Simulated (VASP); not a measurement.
# Br (Fd-3m) in VASP: notebook

The runs below take Br through single point, with PBE.

All numbers are computed with VASP 6.6.1; they aren't measurements. Logs are shortened: lines on timing, memory, paths and dates and some standing lists are left out, and cuts for length are marked.

### Step 1. The cell of the first run

It takes space group Fd-3m (No. 227, cubic). Conventional cell: a = 5.623 Å, b = 5.623 Å, c = 5.623 Å, α = 90.00°, β = 90.00°, γ = 90.00°. Br (site symmetry -43m) has 4 Br at 2.43 Å within 3.2 Å.

### Step 2. Single point, PBE

INCAR

```
SYSTEM = Br
PREC = Accurate
ENCUT = 520
EDIFF = 1E-6
ISMEAR = 0
SIGMA = 0.02
LREAL = .False.
LASPH = .True.
NELM = 100
ALGO = Normal
ISIF = 2
LWAVE = .False.
LCHARG = .True.
GGA = PE
LELF = .True.
LVHAR = .True.
NBANDS = 14
```

KPOINTS

```
regular mesh
0
Gamma
  12 12 12
  0 0 0
```

POSCAR

```
Br
1.0
    0.0000000000      2.8115467030      2.8115467030
    2.8115467030      0.0000000000      2.8115467030
    2.8115467030      2.8115467030      0.0000000000
Br
2
Direct
    0.0000000000      0.0000000000      0.0000000000
    0.2500000000      0.2500000000      0.2500000000
```

Potentials or basis: VASP PAW PBE potentials, release 64 (Br).

Run with:

```
cat potpaw_PBE.64/Br/POTCAR > POTCAR
mpirun -np 1 vasp_std > vasp.out
```

OUTCAR:

```text
SYSTEM = Br
   PREC = Accurate
   ENCUT = 520
   EDIFF = 1E-6
   ISMEAR = 0
   LREAL = .False.
   LASPH = .True.
   NELM = 100
   ISIF = 2
   GGA = PE

 ion  position               nearest neighbor table
   1  0.000  0.000  0.000-   2 2.43   2 2.43   2 2.43   2 2.43
   2  0.250  0.250  0.250-   1 2.43   1 2.43   1 2.43   1 2.43

  LATTYP: Found a face centered cubic cell.
 ALAT       =     5.6230934060

  Lattice vectors:

 A1 = (   0.0000000000,   2.8115467030,   2.8115467030)
 A2 = (   2.8115467030,   0.0000000000,   2.8115467030)
 A3 = (   2.8115467030,   2.8115467030,   0.0000000000)

Analysis of symmetry for initial positions (statically):
=====================================================================
 Subroutine PRICEL returns:
 Original cell was already a primitive cell.

 Routine SETGRP: Setting up the symmetry group for a
 face centered cubic supercell.

 Subroutine GETGRP returns: Found 48 space group operations
 (whereof 24 operations were pure point group operations)
 out of a pool of 48 trial point group operations.

The static configuration has the point symmetry T_d .
 The point group associated with its full space group is O_h .

Analysis of symmetry for dynamics (positions and initial velocities):
=====================================================================
 Subroutine PRICEL returns:
 Original cell was already a primitive cell.

 Routine SETGRP: Setting up the symmetry group for a
 face centered cubic supercell.

 Subroutine GETGRP returns: Found 48 space group operations
 (whereof 24 operations were pure point group operations)
 out of a pool of 48 trial point group operations.

The dynamic configuration has the point symmetry T_d .
 The point group associated with its full space group is O_h .

 Subroutine INISYM returns: Found 48 space group operations
 (whereof 24 operations are pure point group operations),
 and found     1 'primitive' translations

----------------------------------------------------------------------------------------

                                     Primitive cell

  volume of cell :      44.4494

  direct lattice vectors                    reciprocal lattice vectors
     0.000000000  2.811546703  2.811546703    -0.177838056  0.177838056  0.177838056
     2.811546703  0.000000000  2.811546703     0.177838056 -0.177838056  0.177838056
     2.811546703  2.811546703  0.000000000     0.177838056  0.177838056 -0.177838056

  length of vectors
     3.976127479  3.976127479  3.976127479     0.308024549  0.308024549  0.308024549

  position of ions in fractional coordinates (direct lattice)
     0.000000000  0.000000000  0.000000000
     0.250000000  0.250000000  0.250000000

  ion indices of the primitive-cell ions
   primitive index   ion index
                 1           1
                 2           2

----------------------------------------------------------------------------------------

 KPOINTS: regular mesh

Automatic generation of k-mesh.
 Grid dimensions read from file:
 generate k-points for:   12   12   12

 Generating k-lattice:

  Cartesian coordinates                     Fractional coordinates (reciprocal lattice)
    -0.014819838  0.014819838  0.014819838     0.083333333  0.000000000  0.000000000
     0.014819838 -0.014819838  0.014819838     0.000000000  0.083333333  0.000000000
     0.014819838  0.014819838 -0.014819838     0.000000000  0.000000000  0.083333333

  Length of vectors
     0.025668712  0.025668712  0.025668712

  Shift w.r.t. Gamma in fractional coordinates (k-lattice)
     0.000000000  0.000000000  0.000000000

 Subroutine IBZKPT returns following result:
 ===========================================

 Found     72 irreducible k-points:

 Following reciprocal coordinates:
            Coordinates               Weight
  0.000000  0.000000  0.000000      1.000000
  0.083333  0.000000  0.000000      8.000000
  0.166667  0.000000  0.000000      8.000000
  0.250000  0.000000  0.000000      8.000000
  0.333333  0.000000  0.000000      8.000000
  0.416667  0.000000  0.000000      8.000000
[... 16 lines left out ...]
  0.500000  0.166667  0.000000     24.000000
 -0.416667  0.166667  0.000000     24.000000
 [... further k-points ...]
   k-points           NKPTS =     72   k-points in BZ     NKDIM =     72   number of bands    NBANDS=     14
   number of dos      NEDOS =    301   number of ions     NIONS =      2
   total plane-waves  NPLWV =  27000
   dimension x,y,z NGX =    30 NGY =   30 NGZ =   30
   dimension x,y,z NGXF=    60 NGYF=   60 NGZF=   60
   ions per type =               2
   NGX,Y,Z   is equivalent  to a cutoff of  12.54, 12.54, 12.54 a.u.
   NGXF,Y,Z  is equivalent  to a cutoff of  25.09, 25.09, 25.09 a.u.
 SYSTEM =  Br
   PREC   = accura    normal or accurate (medium, high low for compatibility)
   ISTART =      0    job   : 0-new  1-cont  2-samecut
   ICHARG =      2    charge: 1-file 2-atom 10-const
   ISPIN  =      1    spin polarized calculation?
   LNONCOLLINEAR =      F non collinear calculations
   LSORBIT =      F    spin-orbit coupling
   LASPH  =      T    aspherical Exc in radial PAW
   ENCUT  =  520.0 eV  38.22 Ry    6.18 a.u.   7.39  7.39  7.39*2*pi/ulx,y,z
   NELM   =    100;   NELMIN=  2; NELMDL= -5     # of ELM steps
   EDIFF  = 0.1E-05   stopping-criterion for ELM
   LREAL  =      F    real-space projection
   EDIFFG = 0.1E-04   stopping-criterion for IOM
   NSW    =      0    number of steps for IOM
   IBRION =     -1    ionic relax: 0-MD 1-quasi-New 2-CG
   NFREE  =      0    steps in history (QN), initial steepest desc. (CG)
   ISIF   =      2    stress and relaxation
   ISYM   =      2    0-nonsym 1-usesym 2-fastsym
   POTIM  = 0.5000    time-step for ionic-motion
   TEBEG  =    0.0;   TEEND  =   0.0 temperature during run
   PSTRESS=    0.0 pullay stress
   NELECT =      14.0000    total number of electrons
   NUPDOWN=      -1.0000    fix difference up-down
   EMIN   =  10.00;   EMAX   =-10.00  energy-range for DOS
   EFERMI =   0.00;   METHOD = LEGACY
   ISMEAR =     0;   SIGMA  =   0.02  broadening in eV -4-tet -1-fermi 0-gaus
   EFERMI_NEDOS =   21; number of points for ismear=-14 and -15
   IALGO  =     38    algorithm
   IMIX   =      4    mixing-type and parameters
     AMIX     =   0.40;   BMIX     =  1.00
     AMIX_MAG =   1.60;   BMIX_MAG =  1.00
  volume/ion in A,a.u.               =      22.22       149.98
  Fermi-wavevector in a.u.,A,eV,Ry     =   1.113856  2.104882 16.880397  1.240674
  Thomas-Fermi vector in A             =   2.250445
   LORBIT       =      0    0 simple, 1 ext, 2 COOP (PROOUT), +10 PAW based schemes
   GGA     = PE    functional components
   LHFCALC =     F    Hartree Fock is set to
   AEXX    =    0.0000 exact exchange contribution
   IVDW    =     0    specifies the selected vdW correction
   LEPSILON=     F    determine dielectric tensor
   LRPA    =     F    only Hartree local field effects (RPA)
 non-spin polarized calculation
 Gauss-broadening in eV      SIGMA  =   0.02
  energy-cutoff  :      520.00
  volume of cell :       44.45
 maximum number of plane-waves:      1243
 NGX is ok and might be reduce to    30
   NGX = 15   NGY = 15   NGZ = 15

 number of electron      14.0000005 magnetization

 Free energy of the ion-electron system (eV)
  ---------------------------------------------------
  ext. energy  EPLUGINS =         0.00000000
  ---------------------------------------------------
  free energy    TOTEN  =         1.24597641 eV

  energy without entropy =        1.24699941  energy(sigma->0) =        1.24648791

 E-fermi :   5.5161     XC(G=0):  -9.6558

 val. band max:        5.5043044715   @ k =  -0.3333   0.3333   0.0000
 cond. band min:       5.5203107390   @ k =   0.4167   0.2500   0.0000
 fundamental gap:      0.0160062675
 Fermi energy:         5.5161152482

 k-point     1 :       0.0000    0.0000    0.0000
  band No.  band energies     occupation
      1     -14.6688      2.00000
      2      -7.1309      2.00000
      3      -0.6949      2.00000
      4      -0.6949      2.00000
      5      -0.6949      2.00000
      6       2.7979      2.00000
      7       2.7979      2.00000
      8       2.7979      2.00000
      9       9.5838      0.00000
     10      12.6526      0.00000
     11      12.6526      0.00000
     12      15.3149      0.00000
     13      15.3149      0.00000
     14      15.3149      0.00000

 k-point     2 :       0.0833    0.0000    0.0000
  band No.  band energies     occupation
      1     -14.6060      2.00000
      2      -7.3402      2.00000
      3      -0.7792      2.00000
      4      -0.7792      2.00000
      5      -0.6787      2.00000
      6       2.9266      2.00000
      7       2.9266      2.00000
      8       2.9318      2.00000
      9       9.8621      0.00000
     10      12.4119      0.00000
     11      12.4119      0.00000
     12      15.0677      0.00000
     13      15.8342      0.00000
     14      15.8342      0.00000

 k-point     3 :       0.1667    0.0000    0.0000
  band No.  band energies     occupation
      1     -14.4223      2.00000
      2      -7.8884      2.00000
      3      -0.9839      2.00000
      4      -0.9839      2.00000
      5      -0.7030      2.00000
      6       3.2467      2.00000
      7       3.2467      2.00000
      8       3.3879      2.00000
      9      10.5560      0.00000
     10      12.0621      0.00000
     11      12.0621      0.00000
     12      14.6632      0.00000
     13      17.0029      0.00000
     14      17.0029      0.00000
[... 324 lines left out ...]
 k-point    23 :       0.5000    0.1667    0.0000
  band No.  band energies     occupation
      1     -13.1332      2.00000
      2     -10.3719      2.00000
      3      -2.6528      2.00000
      4      -1.9048      2.00000
      5       0.3791      2.00000
      6       3.7604      2.00000
      7       4.8727      2.00000
      8       6.0184      0.00000
      9      11.1251      0.00000
     10      12.1742      0.00000
     11      13.5753      0.00000
     12      14.5564      0.00000
     13      15.6118      0.00000
     14      18.0528      0.00000

 k-point    24 :      -0.4167    0.1667    0.0000
  band No.  band energies     occupation
      1     -13.0868      2.00000
      2     -10.4387      2.00000
      3      -2.7555      2.00000
      4      -1.8061      2.00000
      5       0.3142      2.00000
      6       4.0681      2.00000
      7       4.6976      2.00000
      8       6.0777      0.00000
      9      10.9770      0.00000
     10      12.5829      0.00000
     11      12.7711      0.00000
     12      14.6126      0.00000
     13      16.6792      0.00000
     14      17.1880      0.00000

 [... further k-points ...]

------------------------ aborting loop because EDIFF is reached ----------------------------------------

  FORCE on cell =-STRESS in cart. coord.  units (eV):
  Direction    XX          YY          ZZ          XY          YZ          ZX
  --------------------------------------------------------------------------------------
  -------------------------------------------------------------------------------------
  Total       12.4967773     12.4967773     12.4967773      0.0000000     -0.0000000      0.0000000
  in kB      450.4459771    450.4459771    450.4459771      0.0000000     -0.0000000      0.0000000
  external PRESSURE =     450.4459771 kB  Pullay stress =       0.0000000 kB

 VOLUME and BASIS-vectors are now :
 -----------------------------------------------------------------------------
  energy-cutoff  :      520.00
  volume of cell :       44.45
      direct lattice vectors                 reciprocal lattice vectors
     0.000000000  2.811546703  2.811546703    -0.177838056  0.177838056  0.177838056
     2.811546703  0.000000000  2.811546703     0.177838056 -0.177838056  0.177838056
     2.811546703  2.811546703  0.000000000     0.177838056  0.177838056 -0.177838056

 POSITION                                       TOTAL-FORCE (eV/Angst)
 -----------------------------------------------------------------------------------
      0.00000      0.00000      0.00000         0.000000      0.000000      0.000000
      1.40577      1.40577      1.40577        -0.000000     -0.000000     -0.000000
 -----------------------------------------------------------------------------------
    total drift:                                0.000000     -0.000000      0.000000

  FREE ENERGIE OF THE ION-ELECTRON SYSTEM (eV)
  ---------------------------------------------------
  free  energy   TOTEN  =         1.2459764126 eV

  energy  without entropy=        1.2469994128  energy(sigma->0) =        1.24648791
```

It took 55 s on 1 thread of Intel Xeon Platinum 8259CL at 2.50GHz (Skylake/Cascade Lake), shared host; peak memory 0.18 GiB.

Results:

| Quantity | Value |
| --- | --- |
| Free energy | 1.2460 eV |
| Pressure | 45.0 GPa |
| Band gap on the k mesh | zero (bands 7 and 8 overlap by 4.07 eV) |

Levels at points of the mesh, in eV from the Fermi level:
```tsv
k point	band 5	band 6	band 7	band 8	band 9	band 10
(0.00, 0.00, 0.00)	-6.21	-2.72	-2.72	-2.72	4.07	7.14
(0.50, 0.00, 0.00)	-6.69	-1.31	-1.31	0.94	6.68	6.87
(0.50, 0.50, 0.00)	-4.00	-4.00	1.35	1.35	5.97	5.97
```

Caveat: the cell stands under pressure.

### Step 3. Single point, PBE

This run uses another cell than the first one, of 24.78 Å³/atom.

INCAR

```
PREC = Accurate
ENCUT = 520
EDIFF = 1E-6
ISMEAR = 0
SIGMA = 0.02
LREAL = False
LASPH = True
NELM = 60
ALGO = Normal
ISIF = 2
LWAVE = False
LCHARG = True
GGA = PE
LELF = True
LVHAR = True
NBANDS = 14
```

KPOINTS

```
regular mesh
0
Gamma
  12 12 12
```

POSCAR

```
Br
1.0
    0.0000000000      2.9153506240      2.9153506240
    2.9153506240      0.0000000000      2.9153506240
    2.9153506240      2.9153506240      0.0000000000
Br
2
Direct
    0.0000000000      0.0000000000      0.0000000000
    0.2500000000      0.2500000000      0.2500000000
```

Potentials or basis: VASP PAW PBE potentials, release 64 (Br).

Run with:

```
cat potpaw_PBE.64/Br/POTCAR > POTCAR
mpirun -np 1 vasp_std > vasp.out
```

Run time: 43 s. Hardware: 1 thread of Intel Xeon Platinum 8259CL at 2.50GHz (Skylake/Cascade Lake), shared host; peak memory 0.19 GiB.

It converged, with:

| Quantity | Value |
| --- | --- |
| Free energy | 0.0649 eV |
| Pressure | 30.0 GPa |
| Band gap on the k mesh | zero (bands 7 and 8 overlap by 3.39 eV) |

Levels at points of the mesh, in eV from the Fermi level:
```tsv
k point	band 5	band 6	band 7	band 8	band 9	band 10
(0.00, 0.00, 0.00)	-5.52	-2.33	-2.33	-2.33	4.28	7.52
(0.50, 0.00, 0.00)	-6.11	-1.08	-1.08	0.56	6.82	7.10
(0.50, 0.50, 0.00)	-3.59	-3.59	1.06	1.06	6.05	6.05
```

Caveat: the cell stands under pressure.

(Part 1 of 2 ends here.)
